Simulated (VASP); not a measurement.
# SrNb (Pm-3m) in VASP: further runs

The runs below take SrNb through relaxation of cell and atoms, with PBE.

Everything below comes from runs of VASP 6.6.1. Logs are shortened: lines on timing, memory, paths and dates and some standing lists are left out, and cuts for length are marked.

## Step 1: The cell of the first run

It takes space group Pm-3m (No. 221, cubic). The conventional cell has a = 3.743 Å, b = 3.743 Å, c = 3.743 Å, α = 90.00°, β = 90.00°, γ = 90.00°. Within 4.3 Å of Sr (site symmetry m-3m) lie 8 Nb at 3.24 Å and 6 Sr at 3.74 Å. Nb (site symmetry m-3m) has 8 Sr at 3.24 Å and 6 Nb at 3.74 Å within 4.3 Å.

## Step 2: Relaxation of cell and atoms, PBE

File INCAR:

```
SYSTEM = SrNb
PREC = Accurate
ENCUT = 500
EDIFF = 1E-7
ISMEAR = 0
SIGMA = 0.2
LREAL = .False.
LASPH = .True.
NELM = 120
ALGO = Normal
ISIF = 3
LWAVE = .False.
LCHARG = .False.
GGA = PE
IBRION = 2
NSW = 36
EDIFFG = -0.08
GGA_COMPAT = .False.
NELMIN = 4
```

File KPOINTS:

```
Automatic mesh
0
Gamma
  5 5 5
  0 0 0
```

File POSCAR:

```
SrNb
1.0
    3.7429821300      0.0000000000      0.0000000000
    0.0000000000      3.7429821300      0.0000000000
    0.0000000000      0.0000000000      3.7429821300
Sr Nb
1 1
Direct
    0.0000000000      0.0000000000      0.0000000000
    0.5000000000      0.5000000000      0.5000000000
```

Potentials or basis: VASP PAW PBE potentials, release 64 (Sr_sv, Nb_sv).

Command:

```sh
> cat potpaw_PBE.64/Sr_sv/POTCAR potpaw_PBE.64/Nb_sv/POTCAR > POTCAR
> mpirun -np 1 vasp_std > vasp.out
```

OUTCAR:

```text
SYSTEM = SrNb
   PREC = Accurate
   ENCUT = 500
   EDIFF = 1E-7
   ISMEAR = 0
   LREAL = .False.
   LASPH = .True.
   NELM = 120
   ISIF = 3
   GGA = PE
   IBRION = 2
   NSW = 36
   EDIFFG = -0.08
   NELMIN = 4

 ion  position               nearest neighbor table
   1  0.000  0.000  0.000-   2 3.24   2 3.24   2 3.24   2 3.24   2 3.24   2 3.24   2 3.24   2 3.24

   2  0.500  0.500  0.500-   1 3.24   1 3.24   1 3.24   1 3.24   1 3.24   1 3.24   1 3.24   1 3.24

  LATTYP: Found a simple cubic cell.
 ALAT       =     3.7429821300

  Lattice vectors:

 A1 = (   3.7429821300,   0.0000000000,   0.0000000000)
 A2 = (   0.0000000000,   3.7429821300,   0.0000000000)
 A3 = (   0.0000000000,   0.0000000000,   3.7429821300)

Analysis of symmetry for initial positions (statically):
=====================================================================
 Subroutine PRICEL returns:
 Original cell was already a primitive cell.

 Routine SETGRP: Setting up the symmetry group for a
 simple cubic supercell.

 Subroutine GETGRP returns: Found 48 space group operations
 (whereof 48 operations were pure point group operations)
 out of a pool of 48 trial point group operations.

The static configuration has the point symmetry O_h .

Analysis of symmetry for dynamics (positions and initial velocities):
=====================================================================
 Subroutine PRICEL returns:
 Original cell was already a primitive cell.

 Routine SETGRP: Setting up the symmetry group for a
 simple cubic supercell.

 Subroutine GETGRP returns: Found 48 space group operations
 (whereof 48 operations were pure point group operations)
 out of a pool of 48 trial point group operations.

The dynamic configuration has the point symmetry O_h .

 Subroutine INISYM returns: Found 48 space group operations
 (whereof 48 operations are pure point group operations),
 and found     1 'primitive' translations

----------------------------------------------------------------------------------------

                                     Primitive cell

  volume of cell :      52.4389

  direct lattice vectors                    reciprocal lattice vectors
     3.742982130  0.000000000  0.000000000     0.267166651  0.000000000  0.000000000
     0.000000000  3.742982130  0.000000000     0.000000000  0.267166651  0.000000000
     0.000000000  0.000000000  3.742982130     0.000000000  0.000000000  0.267166651

  length of vectors
     3.742982130  3.742982130  3.742982130     0.267166651  0.267166651  0.267166651

  position of ions in fractional coordinates (direct lattice)
     0.000000000  0.000000000  0.000000000
     0.500000000  0.500000000  0.500000000

  ion indices of the primitive-cell ions
   primitive index   ion index
                 1           1
                 2           2

----------------------------------------------------------------------------------------

 KPOINTS: Automatic mesh

Automatic generation of k-mesh.
 Grid dimensions read from file:
 generate k-points for:    5    5    5

 Generating k-lattice:

  Cartesian coordinates                     Fractional coordinates (reciprocal lattice)
     0.053433330  0.000000000  0.000000000     0.200000000  0.000000000  0.000000000
     0.000000000  0.053433330  0.000000000     0.000000000  0.200000000  0.000000000
     0.000000000  0.000000000  0.053433330     0.000000000  0.000000000  0.200000000

  Length of vectors
     0.053433330  0.053433330  0.053433330

  Shift w.r.t. Gamma in fractional coordinates (k-lattice)
     0.000000000  0.000000000  0.000000000

 Subroutine IBZKPT returns following result:
 ===========================================
[... 72 lines left out ...]

--------------------------------------- Ionic step        1  -------------------------------------------

 number of electron      22.9999999 magnetization

 Free energy of the ion-electron system (eV)
  ---------------------------------------------------
  ext. energy  EPLUGINS =         0.00000000
  ---------------------------------------------------
  free energy    TOTEN  =        -8.87715539 eV

  energy without entropy =       -8.80605213  energy(sigma->0) =       -8.84160376

 E-fermi :   5.6718     XC(G=0): -10.2952

 val. band max:        5.6361330463   @ k =   0.4000   0.4000   0.4000
 cond. band min:       5.8261431484   @ k =   0.4000   0.2000   0.2000
 fundamental gap:      0.1900101021
 Fermi energy:         5.6717567596

 k-point     1 :       0.0000    0.0000    0.0000
  band No.  band energies     occupation
      1     -49.2711      2.00000
      2     -28.7040      2.00000
      3     -25.3086      2.00000
      4     -25.3086      2.00000
      5     -25.3086      2.00000
      6     -10.6735      2.00000
      7     -10.6735      2.00000
      8     -10.6735      2.00000
      9       1.1280      2.00000
     10       3.6767      2.00000
     11       3.6767      2.00000
     12       6.5110      0.00000
     13       6.5110      0.00000
     14       6.5110      0.00000
[... 149 lines left out ...]
      2     -28.6236      2.00000
      3     -25.3564      2.00000
      4     -25.3560      2.00000
      5     -25.3560      2.00000
      6     -11.0087      2.00000
      7     -11.0087      2.00000
      8     -11.0009      2.00000
      9       4.9036      2.00000
     10       5.2910      1.99291
     11       5.2910      1.99291
     12       5.6361      1.19888
     13       5.9043      0.10012
     14       5.9043      0.10012
     15       8.3062      0.00000

------------------------ aborting loop because EDIFF is reached ----------------------------------------

  FORCE on cell =-STRESS in cart. coord.  units (eV):
  Direction    XX          YY          ZZ          XY          YZ          ZX
  --------------------------------------------------------------------------------------
  -------------------------------------------------------------------------------------
  Total        1.0053006      1.0053006      1.0053006     -0.0000000      0.0000000      0.0000000
  in kB       30.7151940     30.7151940     30.7151940     -0.0000000      0.0000000      0.0000000
  external PRESSURE =      30.7151940 kB  Pullay stress =       0.0000000 kB

 VOLUME and BASIS-vectors are now :
 -----------------------------------------------------------------------------
  energy-cutoff  :      500.00
  volume of cell :       52.44
      direct lattice vectors                 reciprocal lattice vectors
     3.742982130  0.000000000  0.000000000     0.267166651  0.000000000  0.000000000
     0.000000000  3.742982130  0.000000000     0.000000000  0.267166651  0.000000000
     0.000000000  0.000000000  3.742982130     0.000000000  0.000000000  0.267166651

 POSITION                                       TOTAL-FORCE (eV/Angst)
 -----------------------------------------------------------------------------------
      0.00000      0.00000      0.00000         0.000000      0.000000      0.000000
      1.87149      1.87149      1.87149         0.000000      0.000000      0.000000
 -----------------------------------------------------------------------------------
    total drift:                                0.000000      0.000000      0.000000

  FREE ENERGIE OF THE ION-ELECTRON SYSTEM (eV)
  ---------------------------------------------------
  free  energy   TOTEN  =        -8.8771553911 eV

  energy  without entropy=       -8.8060521251  energy(sigma->0) =       -8.84160376

--------------------------------------- Ionic step        2  -------------------------------------------

 number of electron      22.9999999 magnetization

 Free energy of the ion-electron system (eV)
  ---------------------------------------------------
  ext. energy  EPLUGINS =         0.00000000
  ---------------------------------------------------
  free energy    TOTEN  =        -8.91131206 eV

  energy without entropy =       -8.83397828  energy(sigma->0) =       -8.87264517

 E-fermi :   5.1210     XC(G=0):  -9.9799

 val. band max:        5.0399726995   @ k =   0.4000   0.2000   0.2000
 cond. band min:       5.2627025862   @ k =   0.4000   0.2000   0.2000
 fundamental gap:      0.2227298867
 Fermi energy:         5.1210243975

 k-point     1 :       0.0000    0.0000    0.0000
  band No.  band energies     occupation
      1     -49.9144      2.00000
      2     -29.3610      2.00000
      3     -25.9446      2.00000
      4     -25.9446      2.00000
      5     -25.9446      2.00000
      6     -11.3418      2.00000
      7     -11.3418      2.00000
      8     -11.3418      2.00000
      9       0.6611      2.00000
     10       3.3504      2.00000
     11       3.3504      2.00000
     12       5.9065      0.00000
     13       5.9065      0.00000
     14       5.9065      0.00000
[... 149 lines left out ...]
      2     -29.3016      2.00000
      3     -25.9804      2.00000
      4     -25.9801      2.00000
      5     -25.9801      2.00000
      6     -11.6061      2.00000
      7     -11.6061      2.00000
      8     -11.6015      2.00000
      9       4.3970      2.00000
     10       4.7275      1.99461
     11       4.7275      1.99461
     12       5.0179      1.53430
     13       5.3515      0.10316
     14       5.3515      0.10316
     15       7.5422      0.00000

------------------------ aborting loop because EDIFF is reached ----------------------------------------

  FORCE on cell =-STRESS in cart. coord.  units (eV):
  Direction    XX          YY          ZZ          XY          YZ          ZX
  --------------------------------------------------------------------------------------
  -------------------------------------------------------------------------------------
  Total       -0.0392993     -0.0392993     -0.0392993      0.0000000      0.0000000     -0.0000000
  in kB       -1.1174437     -1.1174437     -1.1174437      0.0000000      0.0000000     -0.0000000
  external PRESSURE =      -1.1174437 kB  Pullay stress =       0.0000000 kB

 VOLUME and BASIS-vectors are now :
 -----------------------------------------------------------------------------
  energy-cutoff  :      500.00
  volume of cell :       56.35
      direct lattice vectors                 reciprocal lattice vectors
     3.833746395  0.000000000  0.000000000     0.260841458  0.000000000  0.000000000
    -0.000000000  3.833746395 -0.000000000    -0.000000000  0.260841458 -0.000000000
    -0.000000000  0.000000000  3.833746395    -0.000000000  0.000000000  0.260841458

 POSITION                                       TOTAL-FORCE (eV/Angst)
 -----------------------------------------------------------------------------------
      0.00000      0.00000      0.00000         0.000000     -0.000000      0.000000
      1.91687      1.91687      1.91687        -0.000000      0.000000      0.000000
 -----------------------------------------------------------------------------------
    total drift:                                0.000000      0.000000      0.000000

  FREE ENERGIE OF THE ION-ELECTRON SYSTEM (eV)
  ---------------------------------------------------
  free  energy   TOTEN  =        -8.9113120616 eV

  energy  without entropy=       -8.8339782840  energy(sigma->0) =       -8.87264517

 reached required accuracy - stopping structural energy minimisation
```

It took 37 s on 1 thread of Intel Xeon 8259CL, shared host; peak memory 0.16 GiB.

What came out:

```
Free energy                            : -8.9113 eV
Relaxed volume                         : 28.17 Å³/atom
Relaxed cell                           : a = 3.834 Å, b = 3.834 Å, c = 3.834 Å, α = 90.00°, β = 90.00°, γ = 90.00°
Space group after relaxing (to 0.05 Å) : Pm-3m (No. 221)
Energy gained by relaxing              : 17.1 meV/atom
Ionic steps                            : 2
Pressure after relaxing                : -0.1 GPa
```

Step by step:
| step | energy change (eV) | largest force (eV/Å) | pressure (GPa) | volume (Å³) |
| --- | --- | --- | --- | --- |
| 1 | 0.0000 | 0.0000 | 3.07 | 52.44 |
| 2 | -0.0342 | 0.0000 | -0.11 | 56.35 |

Final structure:
```xyz
2
Lattice="3.8337 0.0000 0.0000 0.0000 3.8337 0.0000 0.0000 0.0000 3.8337" Properties=species:S:1:pos:R:3 pbc="T T T"
Sr    0.0000    0.0000    0.0000
Nb    1.9169    1.9169    1.9169
```

Levels at points of the mesh, in eV from the Fermi level:
```
           k point  band 9  band 10  band 11  band 12  band 13  band 14
(0.00, 0.00, 0.00)   -4.46    -1.77    -1.77     0.79     0.79     0.79
```

## Step 3: Relaxation of cell and atoms, PBE

This run uses another cell than the first one, of 29.15 Å³/atom, 1.112 times its volume.

File INCAR:

```
PREC = Accurate
ENCUT = 500
EDIFF = 1E-7
ISMEAR = 0
SIGMA = 0.2
LREAL = False
LASPH = True
NELM = 120
ALGO = Normal
ISIF = 3
LWAVE = False
LCHARG = False
GGA = PE
IBRION = 2
NSW = 36
EDIFFG = -0.08
GGA_COMPAT = False
NELMIN = 4
```

File KPOINTS:

```
regular mesh
0
Gamma
  5 5 5
```

File POSCAR:

```
SrNb
1.0
    3.8774137500      0.0000000000      0.0000000000
    0.0000000000      3.8774137500      0.0000000000
    0.0000000000      0.0000000000      3.8774137500
Sr Nb
1 1
Direct
    0.5000000000      0.5000000000      0.5000000000
    0.0000000000      0.0000000000      0.0000000000
```

Potentials or basis: VASP PAW PBE potentials, release 64 (Sr_sv, Nb_sv).

Command:

```sh
> cat potpaw_PBE.64/Sr_sv/POTCAR potpaw_PBE.64/Nb_sv/POTCAR > POTCAR
> mpirun -np 1 vasp_std > vasp.out
```

Run time: 34 s. Hardware: 1 thread of Intel Xeon 8259CL, shared host; peak memory 0.16 GiB.

The run converged. Its results:

```
Free energy                            : -8.9140 eV
Relaxed volume                         : 28.14 Å³/atom
Relaxed cell                           : a = 3.832 Å, b = 3.832 Å, c = 3.832 Å, α = 90.00°, β = 90.00°, γ = 90.00°
Space group after relaxing (to 0.05 Å) : Pm-3m (No. 221)
Energy gained by relaxing              : 4.4 meV/atom
Ionic steps                            : 2
Pressure after relaxing                : 0.0 GPa
```

The path:
```csv
step,energy change (eV),largest force (eV/Å),pressure (GPa),volume (Å³)
1,0.0000,0.0000,-1.33,58.29
2,-0.0087,0.0000,-0.02,56.28
```

Final structure:
```
Sr Nb
1.0
     3.83227    0.00000    0.00000
     0.00000    3.83227    0.00000
     0.00000    0.00000    3.83227
Sr Nb
1 1
Direct
  0.50000 0.50000 0.50000
  0.00000 0.00000 0.00000
```

Levels at points of the mesh, in eV from the Fermi level:
```csv
k point,band 9,band 10,band 11,band 12,band 13,band 14
"(0.00, 0.00, 0.00)",-4.46,-1.77,-1.77,0.79,0.79,0.79
```
